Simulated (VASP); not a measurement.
Wanted: the native input for a VASP 6.6.1 run.

```yaml
Task: relaxation of cell and atoms
Functional: r2SCAN
Potentials_or_basis: VASP PAW PBE potentials, release 64 (Sn_d, Mg)
Cutoff: 660 eV
k_mesh: 9 × 9 × 9
Occupations: fermi-dirac, width 0.1 eV
Spin: no spin polarisation
Dipole_correction: no
Further_INCAR_settings: ALGO = Normal; EDIFF = 1e-07; IBRION = 2; EDIFFG = -0.03; NSW = 60; ISIF = 3
```

The system is Mg2Sn.

```xyz
3
Lattice="0.0000 3.4128 3.4128 3.4128 0.0000 3.4128 3.4128 3.4128 0.0000" Properties=species:S:1:pos:R:3 pbc="T T T"
Sn    0.0000    0.0000    0.0000
Mg    1.7064    1.7064    1.7064
Mg    5.1193    5.1193    5.1193
```

One way to write it, as run:

POSCAR

```
Mg2Sn
1.0
    0.0000000000      3.4128490000      3.4128490000
    3.4128490000      0.0000000000      3.4128490000
    3.4128490000      3.4128490000      0.0000000000
Sn Mg
1 2
Direct
    0.0000000000      0.0000000000      0.0000000000
    0.2500000000      0.2500000000      0.2500000000
    0.7500000000      0.7500000000      0.7500000000
```

INCAR.step1

```
PREC = Accurate ; ENCUT = 660
ISMEAR = -1 ; SIGMA = 0.1
LREAL = F ; LASPH = T
NELM = 120 ; GGA = PE
ALGO = Normal ; EDIFF = 1E-5
LWAVE = T ; LCHARG = F
GGA_COMPAT = F ; IBRION = 2
ISIF = 3 ; EDIFFG = -0.005
NELMIN = 4 ; NSW = 100
```

INCAR.step2

```
PREC = Accurate ; ENCUT = 660
EDIFF = 1E-7 ; ISMEAR = -1
SIGMA = 0.1 ; LREAL = F
LASPH = T ; NELM = 120
ALGO = Normal ; ISIF = 3
LWAVE = F ; LCHARG = F
METAGGA = R2SCAN ; LMIXTAU = T
IBRION = 2 ; NSW = 60
EDIFFG = -0.03 ; ISTART = 1
GGA_COMPAT = F ; NELMIN = 4
```

KPOINTS

```
regular mesh
0
Gamma
  9 9 9
```

Potentials or basis: VASP PAW PBE potentials, release 64 (Sn_d, Mg).

Run with:

```bash
$ cat potpaw_PBE.64/Sn_d/POTCAR potpaw_PBE.64/Mg/POTCAR > POTCAR
$ cp INCAR.step1 INCAR
$ mpirun -np 1 vasp_std > vasp.out
$ cp INCAR.step2 INCAR
$ mpirun -np 1 vasp_std > vasp.out
```

Results of the run:

| Property | Result |
| --- | --- |
| Relaxed volume | 25.63 Å³/atom |
| Relaxed cell | a = 4.773 Å, b = 4.773 Å, c = 4.773 Å, α = 60.00°, β = 60.00°, γ = 60.00° |
| Space group after relaxing (to 0.1 Å) | Fm-3m (No. 225) |
| Energy gained by relaxing | 3.8 meV/atom |
| Ionic steps | 2 |
| Pressure after relaxing | 0.1 GPa |

Caveat: the PAW data sets were made with another functional, which shifts forces and pressure a little.

Run time: 2.7 min on 1 thread of Intel(R) Xeon(R) 6975P-C (Granite Rapids) (shared host), peak memory 0.3 GiB.
